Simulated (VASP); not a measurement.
# F (I4_1/amd) in VASP: notebook

The runs below take F through relaxation of cell and atoms, single point, with PBE.

All numbers are computed with VASP 6.6.1; they aren't measurements. Logs are shortened: lines on timing, memory, paths and dates and some standing lists are left out, and cuts for length are marked.

### Step 1. The cell of the first run

Symmetry: I4_1/amd, No. 141, tetragonal system. The conventional cell has a = 2.147 Å, b = 2.147 Å, c = 5.178 Å, α = 90.00°, β = 90.00°, γ = 90.00°. F (site symmetry 2mm) has 5 F at 1.09 to 1.41 Å within 1.5 Å. F (site symmetry -4m2) has 6 F at 1.09 to 1.10 Å within 1.5 Å.

### Step 2. Relaxation of cell and atoms, PBE

File INCAR:

```
ALGO = Normal ; EDIFF = 1E-7
EDIFFG = -0.04 ; ENCUT = 600
GGA = PE ; IBRION = 2
ISIF = 3 ; ISMEAR = 0
LASPH = True ; LCHARG = False
LREAL = False ; LWAVE = False
NELM = 100 ; NSW = 90
PREC = Accurate ; SIGMA = 0.1
```

File KPOINTS:

```
k-points
0
Gamma
  10 10 10
```

File POSCAR:

```
F
1.0
   -1.0735545700      1.0735545700      2.5889177900
    1.0735545700     -1.0735545700      2.5889177900
    1.0735545700      1.0735545700     -2.5889177900
F
6
Direct
    0.7872112300      0.7872112300      0.0000000000
    0.5372112300      0.0372112300      0.5000000000
    0.9627887700      0.4627887700      0.5000000000
    0.2127887700      0.2127887700      0.0000000000
    0.0000000000      0.0000000000      0.0000000000
    0.7500000000      0.2500000000      0.5000000000
```

Potentials or basis: VASP PAW PBE potentials, release 64 (F).

Started as:

```sh
$ cat potpaw_PBE.64/F/POTCAR > POTCAR
$ mpirun -np 1 vasp_std > vasp.out
```

OUTCAR:

```text
EDIFF = 1E-7
   EDIFFG = -0.04
   ENCUT = 600
   GGA = PE
   IBRION = 2
   ISIF = 3
   ISMEAR = 0
   LASPH = True
   LREAL = False
   NELM = 100
   NSW = 90
   PREC = Accurate

 ion  position               nearest neighbor table
   1  0.787  0.787  0.000-   6 1.09   6 1.09   5 1.10   3 1.41   3 1.41   4 1.57   4 1.57   4 1.57
                             4 1.57   2 1.68   2 1.68   2 1.68   2 1.68
   2  0.537  0.037  0.500-   5 1.09   5 1.09   6 1.10   4 1.41   4 1.41   3 1.57   3 1.57   3 1.57
                             3 1.57   1 1.68   1 1.68   1 1.68   1 1.68
   3  0.963  0.463  0.500-   5 1.09   5 1.09   6 1.10   1 1.41   1 1.41   2 1.57   2 1.57   2 1.57
                             2 1.57   4 1.68   4 1.68   4 1.68   4 1.68
   4  0.213  0.213  0.000-   6 1.09   6 1.09   5 1.10   2 1.41   2 1.41   1 1.57   1 1.57   1 1.57
                             1 1.57   3 1.68   3 1.68   3 1.68   3 1.68
   5  0.000  0.000  0.000-   2 1.09   3 1.09   2 1.09   3 1.09   1 1.10   4 1.10   6 1.68   6 1.68
                             6 1.68   6 1.68
   6  0.750  0.250  0.500-   1 1.09   4 1.09   1 1.09   4 1.09   3 1.10   2 1.10   5 1.68   5 1.68
                             5 1.68   5 1.68

  LATTYP: Found a body centered tetragonal cell.
 ALAT       =     2.1471091400
 C/A-ratio  =     2.4115381391

  Lattice vectors:

 A1 = (  -1.0735545700,   1.0735545700,   2.5889177900)
 A2 = (   1.0735545700,  -1.0735545700,   2.5889177900)
 A3 = (   1.0735545700,   1.0735545700,  -2.5889177900)

Analysis of symmetry for initial positions (statically):
=====================================================================
 Subroutine PRICEL returns:
 Original cell was already a primitive cell.

 Routine SETGRP: Setting up the symmetry group for a
 body centered tetragonal supercell.

 Subroutine GETGRP returns: Found 16 space group operations
 (whereof  8 operations were pure point group operations)
 out of a pool of 16 trial point group operations.

The static configuration has the point symmetry D_2d.
 The point group associated with its full space group is D_4h.

Analysis of symmetry for dynamics (positions and initial velocities):
=====================================================================
 Subroutine PRICEL returns:
 Original cell was already a primitive cell.

 Routine SETGRP: Setting up the symmetry group for a
 body centered tetragonal supercell.

 Subroutine GETGRP returns: Found 16 space group operations
 (whereof  8 operations were pure point group operations)
 out of a pool of 16 trial point group operations.

The dynamic configuration has the point symmetry D_2d.
 The point group associated with its full space group is D_4h.

 Subroutine INISYM returns: Found 16 space group operations
 (whereof  8 operations are pure point group operations),
 and found     1 'primitive' translations

----------------------------------------------------------------------------------------

                                     Primitive cell

  volume of cell :      11.9351

  direct lattice vectors                    reciprocal lattice vectors
    -1.073554570  1.073554570  2.588917790     0.000000000  0.465742510  0.193130891
     1.073554570 -1.073554570  2.588917790     0.465742510  0.000000000  0.193130891
     1.073554570  1.073554570 -2.588917790     0.465742510  0.465742510  0.000000000

  length of vectors
     3.001255429  3.001255429  3.001255429     0.504198003  0.504198003  0.658659374

  position of ions in fractional coordinates (direct lattice)
     0.787211230  0.787211230  0.000000000
     0.537211230  0.037211230  0.500000000
     0.962788770  0.462788770  0.500000000
     0.212788770  0.212788770  0.000000000
     0.000000000  0.000000000  0.000000000
     0.750000000  0.250000000  0.500000000

  ion indices of the primitive-cell ions
   primitive index   ion index
                 1           1
                 2           2
                 3           3
                 4           4
                 5           5
                 6           6

----------------------------------------------------------------------------------------

 KPOINTS: k-points

Automatic generation of k-mesh.
 Grid dimensions read from file:
 generate k-points for:   10   10   10

 Generating k-lattice:

  Cartesian coordinates                     Fractional coordinates (reciprocal lattice)
     0.000000000  0.046574251  0.019313089     0.100000000 -0.000000000  0.000000000
     0.046574251  0.000000000  0.019313089    -0.000000000  0.100000000  0.000000000
     0.046574251  0.046574251  0.000000000     0.000000000  0.000000000  0.100000000

  Length of vectors
     0.050419800  0.050419800  0.065865937

  Shift w.r.t. Gamma in fractional coordinates (k-lattice)
     0.000000000  0.000000000  0.000000000

 Subroutine IBZKPT returns following result:
 ===========================================

 Found    102 irreducible k-points:

 Following reciprocal coordinates:
            Coordinates               Weight
  0.000000  0.000000  0.000000      1.000000
  0.100000  0.000000  0.000000      8.000000
  0.200000  0.000000  0.000000      8.000000
  0.300000 -0.000000  0.000000      8.000000
  0.400000 -0.000000  0.000000      8.000000
  0.500000 -0.000000  0.000000      4.000000
[... 16 lines left out ...]
  0.300000  0.300000  0.000000      8.000000
  0.400000  0.300000  0.000000     16.000000
 [... further k-points ...]
   k-points           NKPTS =    102   k-points in BZ     NKDIM =    102   number of bands    NBANDS=     25
   number of dos      NEDOS =    301   number of ions     NIONS =      6
   total plane-waves  NPLWV =  13824
   dimension x,y,z NGX =    24 NGY =   24 NGZ =   24
   dimension x,y,z NGXF=    48 NGYF=   48 NGZF=   48
   ions per type =               6
   NGX,Y,Z   is equivalent  to a cutoff of  13.29, 13.29, 13.29 a.u.
   NGXF,Y,Z  is equivalent  to a cutoff of  26.59, 26.59, 26.59 a.u.
 SYSTEM =  unknown system
   PREC   = accura    normal or accurate (medium, high low for compatibility)
   ISTART =      0    job   : 0-new  1-cont  2-samecut
   ICHARG =      2    charge: 1-file 2-atom 10-const
   ISPIN  =      1    spin polarized calculation?
   LNONCOLLINEAR =      F non collinear calculations
   LSORBIT =      F    spin-orbit coupling
   LASPH  =      T    aspherical Exc in radial PAW
   ENCUT  =  600.0 eV  44.10 Ry    6.64 a.u.   5.99  5.99  5.99*2*pi/ulx,y,z
   NELM   =    100;   NELMIN=  2; NELMDL= -5     # of ELM steps
   EDIFF  = 0.1E-06   stopping-criterion for ELM
   LREAL  =      F    real-space projection
   EDIFFG = -.4E-01   stopping-criterion for IOM
   NSW    =     90    number of steps for IOM
   IBRION =      2    ionic relax: 0-MD 1-quasi-New 2-CG
   NFREE  =      1    steps in history (QN), initial steepest desc. (CG)
   ISIF   =      3    stress and relaxation
   ISYM   =      2    0-nonsym 1-usesym 2-fastsym
   POTIM  = 0.5000    time-step for ionic-motion
   TEBEG  =    0.0;   TEEND  =   0.0 temperature during run
   PSTRESS=    0.0 pullay stress
   NELECT =      42.0000    total number of electrons
   NUPDOWN=      -1.0000    fix difference up-down
   EMIN   =  10.00;   EMAX   =-10.00  energy-range for DOS
   EFERMI =   0.00;   METHOD = LEGACY
   ISMEAR =     0;   SIGMA  =   0.10  broadening in eV -4-tet -1-fermi 0-gaus
   EFERMI_NEDOS =   21; number of points for ismear=-14 and -15
   IALGO  =     38    algorithm
   IMIX   =      4    mixing-type and parameters
     AMIX     =   0.40;   BMIX     =  1.00
     AMIX_MAG =   1.60;   BMIX_MAG =  1.00
  volume/ion in A,a.u.               =       1.99        13.42
  Fermi-wavevector in a.u.,A,eV,Ry     =   2.490094  4.705596 84.363858  6.200569
  Thomas-Fermi vector in A             =   3.364820
   LORBIT       =      0    0 simple, 1 ext, 2 COOP (PROOUT), +10 PAW based schemes
   GGA     = PE    functional components
   LHFCALC =     F    Hartree Fock is set to
   AEXX    =    0.0000 exact exchange contribution
   IVDW    =     0    specifies the selected vdW correction
   LEPSILON=     F    determine dielectric tensor
   LRPA    =     F    only Hartree local field effects (RPA)
 conjugate gradient relaxation of ions
 non-spin polarized calculation
 Gauss-broadening in eV      SIGMA  =   0.10
  energy-cutoff  :      600.00
  volume of cell :       11.94
 maximum number of plane-waves:       412
   NGX = 11   NGY = 11   NGZ = 11

--------------------------------------- Ionic step        1  -------------------------------------------

 number of electron      42.0000000 magnetization

 Free energy of the ion-electron system (eV)
  ---------------------------------------------------
  ext. energy  EPLUGINS =         0.00000000
  ---------------------------------------------------
  free energy    TOTEN  =       232.84988766 eV

  energy without entropy =      232.85833810  energy(sigma->0) =      232.85411288

 E-fermi :  41.8384     XC(G=0): -21.2729

 val. band max:       41.8247716458   @ k =  -0.3000   0.4000   0.2000
 cond. band min:      41.9017182298   @ k =  -0.1000   0.2000   0.1000
 fundamental gap:      0.0769465840
 Fermi energy:        41.8383962560
[... 725 lines left out ...]
 VOLUME and BASIS-vectors are now :
 -----------------------------------------------------------------------------
  energy-cutoff  :      600.00
  volume of cell :      993.01
      direct lattice vectors                 reciprocal lattice vectors
    -4.427168973  4.427168973 12.666038130     0.000000000  0.112938992  0.039475643
     4.427168973 -4.427168973 12.666038130     0.112938992  0.000000000  0.039475643
     4.427168973  4.427168973-12.666038130     0.112938992  0.112938992  0.000000000

 POSITION                                       TOTAL-FORCE (eV/Angst)
 -----------------------------------------------------------------------------------
      0.00000      0.00000      2.05762         0.000000     -0.000000     26.574750
      0.00000      4.42717      8.39064        -0.000000      0.000000     26.574750
      0.00000      4.42717      4.27540        -0.000000      0.000000    -26.574750
      4.42717      4.42717     10.60841         0.000000     -0.000000    -26.574750
      4.42717      4.42717     12.66604        -0.000000     -0.000000      0.000000
      0.00000      4.42717      6.33302        -0.000000     -0.000000      0.000000
 -----------------------------------------------------------------------------------
    total drift:                               -0.000000     -0.000000      0.000000
[... 1404 lines left out ...]
     24      -0.4311      0.00000
     25      14.8105      0.00000

 [... further k-points ...]

[... ionic steps 4 to 16 ...]

--------------------------------------- Ionic step       17  -------------------------------------------

 number of electron      42.0000034 magnetization

------------------------ aborting loop because EDIFF is reached ----------------------------------------
[... 75 lines left out ...]
--------------------------------------- Ionic step       19  -------------------------------------------

 number of electron      42.0000033 magnetization

 Free energy of the ion-electron system (eV)
  ---------------------------------------------------
  ext. energy  EPLUGINS =         0.00000000
  ---------------------------------------------------
  free energy    TOTEN  =        14.20527999 eV

  energy without entropy =       14.22661155  energy(sigma->0) =       14.21594577

 E-fermi :   4.9946     XC(G=0): -13.7583

 val. band max:        4.9878555938   @ k =  -0.2000   0.3000   0.2000
 cond. band min:       5.0018004183   @ k =  -0.1000   0.3000   0.1000
 fundamental gap:      0.0139448246
 Fermi energy:         4.9946479228
[... 705 lines left out ...]
  FREE ENERGIE OF THE ION-ELECTRON SYSTEM (eV)
  ---------------------------------------------------
  free  energy   TOTEN  =        14.2052799869 eV

  energy  without entropy=       14.2266115474  energy(sigma->0) =       14.21594577

 reached required accuracy - stopping structural energy minimisation
```

Wall time 3.4 min (1 thread of Intel Xeon 6975P-C (Granite Rapids), shared host); peak memory 0.16 GiB.

What came out:

| Item | Value |
| --- | --- |
| Free energy | 14.2053 eV |
| Relaxed volume | 5.49 Å³/atom |
| Relaxed cell | a = 4.089 Å, b = 4.089 Å, c = 4.089 Å, α = 135.64°, β = 135.64°, γ = 64.53° |
| Space group after relaxing (to 0.05 Å) | I4_1/amd (No. 141) |
| Energy gained by relaxing | 36440.8 meV/atom |
| Ionic steps | 19 |
| Pressure after relaxing | -0.2 GPa |
| Largest force after relaxing | 0.030 eV/Å |
| Band gap on the k mesh | zero (band 21 reaches 8.80 eV, above the bottom of band 22 at 3.98 eV) |

Forces on the atoms (eV/Å):
```
F    0.000  0.000 -0.030
F    0.000  0.000 -0.030
F    0.000  0.000  0.030
F    0.000  0.000  0.030
F    0.000  0.000  0.000
F    0.000  0.000  0.000
```

Step by step:
| step | energy change (eV) | largest force (eV/Å) | pressure (GPa) | volume (Å³) |
| --- | --- | --- | --- | --- |
| 1 | 0.0000 | 75.7727 | 5643.19 | 11.94 |
| 2 | 1332.0372 | 26.5747 | -93.16 | 993.01 |
| 3 | 90.2485 | 5.2366 | -618.39 | 125.18 |
| 4 | -187.0262 | 1.9505 | -412.00 | 50.77 |
| 5 | -213.7608 | 2.3796 | -80.15 | 36.12 |
| 6 | -214.8025 | 2.6523 | 8.98 | 33.66 |
| 7 | -214.8529 | 2.7230 | 32.67 | 33.08 |
| 8 | -208.7302 | 5.2916 | -175.08 | 37.09 |
| 9 | -216.6396 | 4.0758 | -39.31 | 34.66 |
| 10 | -216.6518 | 3.9390 | -33.05 | 34.53 |
| 11 | -218.0202 | 2.1130 | 62.41 | 31.53 |
| 12 | -218.0308 | 2.2657 | 55.66 | 31.72 |
| 13 | -218.5600 | 0.6263 | -12.74 | 33.17 |
| 14 | -218.6102 | 0.0245 | 1.27 | 32.82 |
| 15 | -218.6422 | 0.0566 | 4.40 | 32.82 |
| 16 | -218.6426 | 0.0590 | 4.79 | 32.82 |
| 17 | -218.6420 | 0.0385 | -5.71 | 33.08 |
| 18 | -218.6445 | 0.0494 | -0.13 | 32.95 |
| 19 | -218.6446 | 0.0304 | -0.15 | 32.94 |

Final structure:
```
CELL_PARAMETERS angstrom
-1.54343 1.54343 3.45736
1.54343 -1.54343 3.45736
1.54343 1.54343 -3.45736
ATOMIC_POSITIONS crystal
F 0.28689 0.28689 0.00000
F 0.03689 0.53689 0.50000
F 0.46311 0.96311 0.50000
F 0.71311 0.71311 0.00000
F 0.00000 0.00000 0.00000
F 0.75000 0.25000 0.50000
```

Caveat: the k points lie up to 0.29 Å⁻¹ apart in the final cell; the standard files for N, O and F lose accuracy on very short bonds; the volume moved by over 15 % at a fixed basis, so the end points are rough.

### Step 3. Single point, PBE

This run uses another cell than the first one, of 14.35 Å³/atom, 7.213 times its volume.

File INCAR:

```
SYSTEM = F
  PREC = Accurate
  ENCUT = 520
  EDIFF = 1E-6
  ISMEAR = 0
  SIGMA = 0.1
  LREAL = .False.
  LASPH = .True.
  NELM = 60
  ALGO = Normal
  ISIF = 2
  LWAVE = .False.
  LCHARG = .True.
  GGA = PE
  LELF = .True.
  LVHAR = .True.
  NBANDS = 30
```

File KPOINTS:

```
regular mesh
0
Gamma
  10 10 10
  0 0 0
```

File POSCAR:

```
F
1.0
   -1.8251366947      1.8251366947      6.4606593718
    1.8251366947     -1.8251366947      6.4606593718
    1.8251366947      1.8251366947     -6.4606593718
F
6
Direct
    0.7345664313      0.7345664313      0.0000000000
    0.4845664313     -0.0154335687      0.5000000000
    1.0154335687      0.5154335687      0.5000000000
    0.2654335687      0.2654335687      0.0000000000
    0.0000000000      0.0000000000      0.0000000000
    0.7500000000      0.2500000000      0.5000000000
```

Potentials or basis: VASP PAW PBE potentials, release 64 (F).

Started as:

```sh
$ cat potpaw_PBE.64/F/POTCAR > POTCAR
$ mpirun -np 1 vasp_std > vasp.out
```

It took 20 min on 1 thread of AMD EPYC 7R43 (Zen 3), shared host; peak memory 0.43 GiB.

Results (log left out):

```
Free energy            : -8.0437 eV
Pressure               : -0.3 GPa
Largest force          : 0.005 eV/Å
Band gap on the k mesh : zero (band 21 reaches -3.15 eV, above the bottom of band 22 at -6.00 eV)
```

Forces in eV/Å, atoms in the order of the input:
```
F    0.000  0.000 -0.005
F    0.000  0.000 -0.005
F    0.000  0.000  0.005
F    0.000  0.000  0.005
F    0.000  0.000  0.000
F    0.000  0.000  0.000
```

Stress tensor (GPa, compression positive):
```
-0.33  0.00  0.00
 0.00 -0.33  0.00
 0.00  0.00 -0.22
```

Levels at points of the mesh, in eV from the Fermi level:
```csv
k point,band 18,band 19,band 20,band 21,band 22,band 23
"(0.00, 0.00, 0.00)",-0.56,-0.26,-0.07,2.14,2.14,2.16
"(0.50, 0.00, 0.00)",-0.61,-0.59,-0.58,-0.31,-0.26,2.13
"(0.50, 0.50, 0.00)",-0.87,-0.72,-0.72,-0.70,-0.70,0.05
"(0.50, 0.50, 0.50)",-0.57,-0.15,-0.15,2.14,2.14,2.16
```
